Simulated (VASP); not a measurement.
# PbSe (Clausthalite) in VASP: notebook

Runs on PbSe (Clausthalite). Level: LDA. Tasks: single point.

Everything below comes from runs of VASP 6.6.1. Logs are shortened: lines on timing, memory, paths and dates and some standing lists are left out, and cuts for length are marked.

**1. The cell of the first run**

The cell holds a slab with vacuum, 4 atoms: a = 4.328 Å, b = 4.328 Å, c = 9.061 Å, α = 90.00°, β = 90.00°, γ = 90.00°.

**2. Single point, LDA**

Contents of INCAR:

```
SYSTEM = PbSe
PREC = Accurate ; ENCUT = 400
EDIFF = 1E-6 ; ISMEAR = -1
SIGMA = 0.1 ; LREAL = .False.
LASPH = .True. ; NELM = 120
ALGO = Normal ; ISIF = 2
LWAVE = .False. ; LCHARG = .False.
LDIPOL = .True. ; IDIPOL = 3
DIPOL = 0.5 0.5 0.500 ; GGA = CA
NBANDS = 28 ; GGA_COMPAT = .False.
NELMDL = -8
```

Contents of KPOINTS:

```
Automatic mesh
0
Gamma
  3 3 1
  0 0 0
```

Contents of POSCAR:

```
PbSe
1.0
    4.3284130000      0.0000000000      0.0000000000
    0.0000000000      4.3284130000      0.0000000000
    0.0000000000      0.0000000000      9.0606501841
Pb Se
2 2
Direct
    0.0000000000      0.0000000000      0.3311020665
    0.5000000000      0.5000000000      0.6688979335
    0.5000000000      0.5000000000      0.3311020665
    0.0000000000      0.0000000000      0.6688979335
```

Potentials or basis: VASP PAW LDA potentials, release 64 (Pb_d, Se).

The run is started by

```sh
$ cat potpaw_LDA.64/Pb_d/POTCAR potpaw_LDA.64/Se/POTCAR > POTCAR
$ mpirun -np 1 vasp_std > vasp.out
```

OUTCAR:

```text
SYSTEM = PbSe
   PREC = Accurate
   ENCUT = 400
   EDIFF = 1E-6
   ISMEAR = -1
   LREAL = .False.
   LASPH = .True.
   NELM = 120
   ISIF = 2
   GGA = CA
   NELMDL = -8

 ion  position               nearest neighbor table
   1  0.000  0.000  0.331-   3 3.06   3 3.06   3 3.06   3 3.06   4 3.06
   2  0.500  0.500  0.669-   4 3.06   4 3.06   4 3.06   4 3.06   3 3.06
   3  0.500  0.500  0.331-   1 3.06   1 3.06   1 3.06   1 3.06   2 3.06
   4  0.000  0.000  0.669-   2 3.06   2 3.06   2 3.06   2 3.06   1 3.06

  LATTYP: Found a simple tetragonal cell.
 ALAT       =     4.3284130000
 C/A-ratio  =     2.0932961305

  Lattice vectors:

 A1 = (   4.3284130000,   0.0000000000,   0.0000000000)
 A2 = (   0.0000000000,   4.3284130000,   0.0000000000)
 A3 = (   0.0000000000,   0.0000000000,   9.0606501841)

Analysis of symmetry for initial positions (statically):
=====================================================================
 Subroutine PRICEL returns:
 Original cell was already a primitive cell.

 Routine SETGRP: Setting up the symmetry group for a
 simple tetragonal supercell.

 Subroutine GETGRP returns: Found 16 space group operations
 (whereof  8 operations were pure point group operations)
 out of a pool of 16 trial point group operations.

The static configuration has the point symmetry C_4v.
 The point group associated with its full space group is D_4h.

Analysis of symmetry for dynamics (positions and initial velocities):
=====================================================================
 Subroutine PRICEL returns:
 Original cell was already a primitive cell.

 Routine SETGRP: Setting up the symmetry group for a
 simple tetragonal supercell.

 Subroutine GETGRP returns: Found 16 space group operations
 (whereof  8 operations were pure point group operations)
 out of a pool of 16 trial point group operations.

The dynamic configuration has the point symmetry C_4v.
 The point group associated with its full space group is D_4h.

 Subroutine INISYM returns: Found 16 space group operations
 (whereof  8 operations are pure point group operations),
 and found     1 'primitive' translations

----------------------------------------------------------------------------------------

                                     Primitive cell

  volume of cell :     169.7527

  direct lattice vectors                    reciprocal lattice vectors
     4.328413000  0.000000000  0.000000000     0.231031558  0.000000000  0.000000000
     0.000000000  4.328413000  0.000000000     0.000000000  0.231031558  0.000000000
     0.000000000  0.000000000  9.060650184     0.000000000  0.000000000  0.110367356

  length of vectors
     4.328413000  4.328413000  9.060650184     0.231031558  0.231031558  0.110367356

  position of ions in fractional coordinates (direct lattice)
     0.000000000  0.000000000  0.331102067
     0.500000000  0.500000000  0.668897933
     0.500000000  0.500000000  0.331102067
     0.000000000  0.000000000  0.668897933

  ion indices of the primitive-cell ions
   primitive index   ion index
                 1           1
                 2           2
                 3           3
                 4           4

----------------------------------------------------------------------------------------

 KPOINTS: Automatic mesh

Automatic generation of k-mesh.
 Grid dimensions read from file:
 generate k-points for:    3    3    1

 Generating k-lattice:

  Cartesian coordinates                     Fractional coordinates (reciprocal lattice)
     0.077010519  0.000000000  0.000000000     0.333333333  0.000000000  0.000000000
     0.000000000  0.077010519  0.000000000     0.000000000  0.333333333  0.000000000
     0.000000000  0.000000000  0.110367356     0.000000000  0.000000000  1.000000000

  Length of vectors
     0.077010519  0.077010519  0.110367356

  Shift w.r.t. Gamma in fractional coordinates (k-lattice)
     0.000000000  0.000000000  0.000000000

 Subroutine IBZKPT returns following result:
 ===========================================

 Found      3 irreducible k-points:

 Following reciprocal coordinates:
            Coordinates               Weight
  0.000000  0.000000  0.000000      1.000000
  0.333333  0.000000  0.000000      4.000000
  0.333333  0.333333  0.000000      4.000000
   k-points           NKPTS =      3   k-points in BZ     NKDIM =      3   number of bands    NBANDS=     28
   number of dos      NEDOS =    301   number of ions     NIONS =      4
   total plane-waves  NPLWV =  47040
   dimension x,y,z NGX =    28 NGY =   28 NGZ =   60
   dimension x,y,z NGXF=    56 NGYF=   56 NGZF=  120
   ions per type =               2   2
   NGX,Y,Z   is equivalent  to a cutoff of  10.75, 10.75, 11.01 a.u.
   NGXF,Y,Z  is equivalent  to a cutoff of  21.51, 21.51, 22.02 a.u.
 SYSTEM =  PbSe
   PREC   = accura    normal or accurate (medium, high low for compatibility)
   ISTART =      0    job   : 0-new  1-cont  2-samecut
   ICHARG =      2    charge: 1-file 2-atom 10-const
   ISPIN  =      1    spin polarized calculation?
   LNONCOLLINEAR =      F non collinear calculations
   LSORBIT =      F    spin-orbit coupling
   LASPH  =      T    aspherical Exc in radial PAW
   ENCUT  =  400.0 eV  29.40 Ry    5.42 a.u.   7.06  7.06 14.78*2*pi/ulx,y,z
   NELM   =    120;   NELMIN=  2; NELMDL= -8     # of ELM steps
   EDIFF  = 0.1E-05   stopping-criterion for ELM
   LREAL  =      F    real-space projection
   EDIFFG = 0.1E-04   stopping-criterion for IOM
   NSW    =      0    number of steps for IOM
   IBRION =     -1    ionic relax: 0-MD 1-quasi-New 2-CG
   NFREE  =      0    steps in history (QN), initial steepest desc. (CG)
   ISIF   =      2    stress and relaxation
   ISYM   =      2    0-nonsym 1-usesym 2-fastsym
   POTIM  = 0.5000    time-step for ionic-motion
   TEBEG  =    0.0;   TEEND  =   0.0 temperature during run
   PSTRESS=    0.0 pullay stress
   NELECT =      40.0000    total number of electrons
   NUPDOWN=      -1.0000    fix difference up-down
   EMIN   =  10.00;   EMAX   =-10.00  energy-range for DOS
   EFERMI =   0.00;   METHOD = LEGACY
   ISMEAR =    -1;   SIGMA  =   0.10  broadening in eV -4-tet -1-fermi 0-gaus
   EFERMI_NEDOS =   21; number of points for ismear=-14 and -15
   IALGO  =     38    algorithm
   IMIX   =      4    mixing-type and parameters
     AMIX     =   0.40;   BMIX     =  1.00
     AMIX_MAG =   1.60;   BMIX_MAG =  1.00
  volume/ion in A,a.u.               =      42.44       286.39
  Fermi-wavevector in a.u.,A,eV,Ry     =   1.011166  1.910827 13.911375  1.022457
  Thomas-Fermi vector in A             =   2.144199
   LORBIT       =      0    0 simple, 1 ext, 2 COOP (PROOUT), +10 PAW based schemes
   GGA     = CA    functional components
   LHFCALC =     F    Hartree Fock is set to
   AEXX    =    0.0000 exact exchange contribution
   IVDW    =     0    specifies the selected vdW correction
   LEPSILON=     F    determine dielectric tensor
   LRPA    =     F    only Hartree local field effects (RPA)
 non-spin polarized calculation
  energy-cutoff  :      400.00
  volume of cell :      169.75
 maximum number of plane-waves:      3092
   NGX = 15   NGY = 15   NGZ = 29

 number of electron      39.9999984 magnetization

 dipolmoment           0.000000      0.000000     -0.000000 electrons x Angstroem

 Free energy of the ion-electron system (eV)
  ---------------------------------------------------
  ext. energy  EPLUGINS =         0.00000000
  ---------------------------------------------------
  free energy    TOTEN  =       -18.30573460 eV

  energy without entropy =      -18.30567532  energy(sigma->0) =      -18.30570496

 E-fermi :   2.1951     XC(G=0):  -7.6641

 val. band max:        1.1448290287   @ k =   0.3333   0.0000   0.0000
 cond. band min:       3.2797179742   @ k =   0.3333   0.0000   0.0000
 fundamental gap:      2.1348889456
 Fermi energy:         2.1950518949

 k-point     1 :       0.0000    0.0000    0.0000
  band No.  band energies     occupation
      1     -15.1169      2.00000
      2     -15.0552      2.00000
      3     -15.0182      2.00000
      4     -15.0182      2.00000
      5     -14.9955      2.00000
      6     -14.9955      2.00000
[... 20 lines left out ...]
     27       7.0772      0.00000
     28       7.0772      0.00000

 k-point     2 :       0.3333    0.0000    0.0000
  band No.  band energies     occupation
      1     -15.0805      2.00000
      2     -15.0500      2.00000
      3     -15.0208      2.00000
      4     -15.0147      2.00000
      5     -15.0095      2.00000
      6     -15.0057      2.00000
[... 20 lines left out ...]
     27       6.3744      0.00000
     28       8.0277      0.00000

 k-point     3 :       0.3333    0.3333    0.0000
  band No.  band energies     occupation
      1     -15.0759      2.00000
      2     -15.0560      2.00000
      3     -15.0285      2.00000
      4     -15.0284      2.00000
      5     -15.0136      2.00000
      6     -15.0136      2.00000
[... 20 lines left out ...]
     27       6.9787      0.00000
     28       7.1707      0.00000

------------------------ aborting loop because EDIFF is reached ----------------------------------------

 vacuum level on the upper side and lower side of the slab       (xc-potential included)        -2.400        -2.400

  FORCE on cell =-STRESS in cart. coord.  units (eV):
  Direction    XX          YY          ZZ          XY          YZ          ZX
  --------------------------------------------------------------------------------------
  -------------------------------------------------------------------------------------
  Total       -2.9318280     -2.9318280     -5.1783473      0.0000000      0.0000000      0.0000000
  in kB      -27.6714758    -27.6714758    -48.8748012      0.0000000      0.0000000      0.0000000
  external PRESSURE =     -34.7392509 kB  Pullay stress =       0.0000000 kB

 VOLUME and BASIS-vectors are now :
 -----------------------------------------------------------------------------
  energy-cutoff  :      400.00
  volume of cell :      169.75
      direct lattice vectors                 reciprocal lattice vectors
     4.328413000  0.000000000  0.000000000     0.231031558  0.000000000  0.000000000
     0.000000000  4.328413000  0.000000000     0.000000000  0.231031558  0.000000000
     0.000000000  0.000000000  9.060650184     0.000000000  0.000000000  0.110367356

 POSITION                                       TOTAL-FORCE (eV/Angst)
 -----------------------------------------------------------------------------------
      0.00000      0.00000      3.00000         0.000000     -0.000000      0.723178
      2.16421      2.16421      6.06065         0.000000      0.000000     -0.723178
      2.16421      2.16421      3.00000         0.000000      0.000000      0.483988
      0.00000      0.00000      6.06065         0.000000      0.000000     -0.483988
 -----------------------------------------------------------------------------------
    total drift:                                0.000000      0.000000     -0.000000

  FREE ENERGIE OF THE ION-ELECTRON SYSTEM (eV)
  ---------------------------------------------------
  free  energy   TOTEN  =       -18.3057345964 eV

  energy  without entropy=      -18.3056753245  energy(sigma->0) =      -18.30570496

 vacuum level on the upper side and lower side of the slab         3.849         3.849
```

It took 8.1 s on 1 thread of AMD EPYC 9R14 (Zen 4), shared host; peak memory 0.14 GiB.

What came out:

| Quantity | Value |
| --- | --- |
| Free energy | -18.3057 eV |
| Largest force | 0.723 eV/Å |
| Band gap on the k mesh | 2.13 eV, direct |

Forces in eV/Å, atoms in the order of the input:
```
Pb   0.000  0.000  0.723
Pb   0.000  0.000 -0.723
Se   0.000  0.000  0.484
Se   0.000  0.000 -0.484
```

Caveat: the k points lie up to 0.48 Å⁻¹ apart; spin-orbit coupling is left out, which moves the levels of the heavy elements.

(Continued in part 2 of 2.)
